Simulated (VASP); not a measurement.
Wanted: the native input for a VASP 6.6.1 run.

* Task: single point
* Functional: PBE
* Potentials or basis: VASP PAW PBE potentials, release 64 (Mn_pv, Hg)
* Cutoff: 520 eV
* k mesh: 5 × 5 × 5
* Occupations: gaussian, width 0.1 eV
* Spin: collinear spin, ferromagnetic start
* Starting moments: [4.0, 0.0, 0.0, 0.0] μB
* Dipole correction: no
* Further INCAR settings: ALGO = Normal; EDIFF = 1e-06; NBANDS = 36

The structure of MnHg3 lies in POSCAR:

```
MnHg3
1.0
    4.5256446885      0.0000000000      0.0000000000
    0.0000000000      4.5256446885      0.0000000000
    0.0000000000      0.0000000000      4.5256446885
Mn Hg
1 3
Direct
    0.0000000000      0.0000000000      0.0000000000
    0.5000000000      0.0000000000      0.5000000000
    0.0000000000      0.5000000000      0.5000000000
    0.5000000000      0.5000000000      0.0000000000
```

These files were run (other wordings do the same):

INCAR

```
ALGO = Normal ; EDIFF = 1E-6
ENCUT = 520 ; GGA = PE
ISIF = 2 ; ISMEAR = 0
ISPIN = 2 ; LASPH = T
LCHARG = F ; LMAXMIX = 4
LORBIT = 11 ; LREAL = F
LWAVE = F ; MAGMOM = 4 0 0 0
NBANDS = 36 ; NELM = 150
PREC = Accurate ; SIGMA = 0.1
```

KPOINTS

```
k-points
0
Gamma
  5 5 5
```

Potentials or basis: VASP PAW PBE potentials, release 64 (Mn_pv, Hg).

The run is started by

```sh
$ cat potpaw_PBE.64/Mn_pv/POTCAR potpaw_PBE.64/Hg/POTCAR > POTCAR
$ mpirun -np 1 vasp_std > vasp.out
```

It gave:

```json
{"Pressure": "-2.9 GPa", "Net moment": "4.29 μB per cell", "Site moments": "Mn +4.15; Hg -0.02 μB", "Valence electrons inside the program's atomic spheres": "Mn 11.26; Hg 10.45"}
```

Wall time 59 s on 1 thread of Intel Xeon 8259CL, on a shared host, peak memory 0.23 GiB.
